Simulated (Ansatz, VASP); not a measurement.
## ZnSe: VASP beside Ansatz

```
Zn Se
1.0
     0.00000    2.86649    2.86649
     2.86649    0.00000    2.86649
     2.86649    2.86649    0.00000
Zn Se
1 1
Direct
  0.00000 0.00000 0.00000
  0.25000 0.25000 0.25000
```

Alike in both runs: functional PBE; k mesh 8 × 8 × 8; occupations gaussian, width 0.02 eV; no spin polarisation.

Ansatz relaxed the structure, and its values are those at the end. VASP's run is a single point on that final structure, the one shown.

|  | VASP | Ansatz |
| --- | --- | --- |
| version | VASP 6.6.1 | Ansatz 0.2.0 |
| potentials or method | VASP PAW PBE potentials, release 64 (Zn, Se), cutoff 520 eV | scalar-relativistic, plane waves, PAW |
| valence electrons in the cell | 18 | 28 |

Ansatz gave:

* gap on the k mesh at the Fermi level (eV): 1.15
* least direct gap on the mesh (eV): 1.15
* pressure (GPa): 0.0

Question: Estimate VASP's values.

Answer: gap on the k mesh at the Fermi level (eV): 1.15; least direct gap on the mesh (eV): 1.15; pressure (GPa): 0.2.

The functional is the same, so the differences come from potentials, cutoffs and numerics. VASP's potentials hold 18 valence electrons a cell and Ansatz's 28, so a difference there can come from the potentials and not from the codes.
